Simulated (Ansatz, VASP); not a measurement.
## InSb2 in VASP and in Ansatz

File INCAR:

```
ALGO = Normal ; EDIFF = 1E-7
EDIFFG = -0.01 ; ENCUT = 600
GGA = PE ; IBRION = 2
ISIF = 3 ; ISMEAR = 0
LASPH = True ; LCHARG = False
LREAL = False ; LWAVE = False
NELM = 100 ; NSW = 100
PREC = Accurate ; SIGMA = 0.1
```

The input KPOINTS:

```
k-points
0
Gamma
  12 12 12
```

Contents of POSCAR:

```
InSb2
1.0
    0.0000000000      3.6203356966      3.6203356966
    3.6203356966      0.0000000000      3.6203356966
    3.6203356966      3.6203356966      0.0000000000
In Sb
1 2
Direct
    0.0000000000      0.0000000000      0.0000000000
    0.2500000000      0.2500000000      0.2500000000
    0.7500000000      0.7500000000      0.7500000000
```

Input for Ansatz:

```yaml
crystal:
  lattice:
    - [0.0, 3.6203356966, 3.6203356966]
    - [3.6203356966, 0.0, 3.6203356966]
    - [3.6203356966, 3.6203356966, 0.0]
  atoms:
    - { symbol: In, position: [0.0, 0.0, 0.0] }
    - { symbol: Sb, position: [0.25, 0.25, 0.25] }
    - { symbol: Sb, position: [0.75, 0.75, 0.75] }
basis:
  ecutwfc: 420
kpoints:
  mp_grid: { grid: [12, 12, 12] }
hamiltonian:
  xc: pbe
scf:
  occupations: { method: gaussian, width: 0.1 }
output:
  forces: true
  stress: true
  eigenvalues: true
relax:
  adjacent_minimum: "off"
  f_tol: 0.01
  max_steps: 80
  cell: { stress_tol: 0.05 }
```

Change from the starting cell: species swapped into the In2Pt type (Fm-3m, No. 225).

Alike in both runs: task relaxation of cell and atoms; functional PBE; k mesh 12 × 12 × 12; occupations gaussian, width 0.1 eV; no spin polarisation.

```csv
,VASP,Ansatz
version,VASP 6.6.1,Ansatz 0.2.0
potentials or method,"VASP PAW PBE potentials, release 64 (In_d, Sb), cutoff 600 eV","scalar-relativistic, plane waves, PAW"
valence electrons in the cell,23,43
```

```tsv
	VASP	Ansatz	Ansatz less VASP
gap on the k mesh at the Fermi level, each at its own relaxed structure (eV)	none	none	-
relaxed volume (Å³/atom)	31.48	31.48	-0.004
relaxed cell length with the largest relative difference (Å)	5.112	5.112	-0.0002
```

A gap of «none» marks a metal or a gap that the smearing closes. VASP's potentials hold 23 valence electrons a cell and Ansatz's 43, so a difference there can come from the potentials and not from the codes.

Spin-orbit coupling is off throughout.
